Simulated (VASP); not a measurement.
Write the native input for VASP 6.6.1 that does the following.

```yaml
Task: single point
Functional: PBE
Potentials_or_basis: VASP PAW PBE potentials, release 64 (Sn_d, O)
Cutoff: 520 eV
k_mesh: 8 × 8 × 6
Occupations: fermi-dirac, width 0.01 eV
Spin: no spin polarisation
Dipole_correction: no
Further_INCAR_settings: ALGO = Normal; EDIFF = 1e-06; NBANDS = 28
```

The structure of SnO lies in POSCAR:

```
SnO
1.0
    3.7764824526      0.0000000000      0.0000000000
    0.0000000000      3.7764824526      0.0000000000
    0.0000000000      0.0000000000      4.8035426462
Sn O
2 2
Direct
    0.0000000000      0.5000000000      0.2385000000
    0.5000000000      0.0000000000      0.7615000000
    0.0000000000      0.0000000000      0.0000000000
    0.5000000000      0.5000000000      0.0000000000
```

These files were run (other wordings do the same):

INCAR

```
SYSTEM = SnO
PREC     = Accurate       ! precision mode
ENCUT    = 520            ! plane-wave cutoff, eV
EDIFF    = 1E-6           ! SCF threshold, eV
ISMEAR   = -1             ! smearing method
SIGMA    = 0.01           ! smearing width, eV
LREAL    = .FALSE.        ! projectors in reciprocal space
LASPH    = .TRUE.         ! aspherical terms in the spheres
NELM     = 80             ! most SCF steps
ALGO     = Normal         ! electronic algorithm
ISIF     = 2              ! what is computed and relaxed
LWAVE    = .FALSE.        ! write WAVECAR
LCHARG   = .FALSE.        ! write CHGCAR
GGA      = PE             ! functional
NBANDS   = 28             ! bands
```

KPOINTS

```
regular mesh
0
G
  8 8 6
  0 0 0
```

Potentials or basis: VASP PAW PBE potentials, release 64 (Sn_d, O).

Run with:

```bash
$ cat potpaw_PBE.64/Sn_d/POTCAR potpaw_PBE.64/O/POTCAR > POTCAR
$ mpirun -np 1 vasp_std > vasp.out
```

It gave:

| Property | Result |
| --- | --- |
| Pressure | 6.6 GPa |
| Largest force | 0.754 eV/Å |
| Band gap on the k mesh | zero (bands 20 and 21 overlap by 0.05 eV) |

Caveat: the cell stands under pressure; semilocal functionals underestimate gaps, and a narrow one can read as zero; spin-orbit coupling is left out, which moves the levels of the heavy elements.

It took 2.6 min on 1 thread of Intel Xeon 8259CL (shared host), peak memory 0.23 GiB.
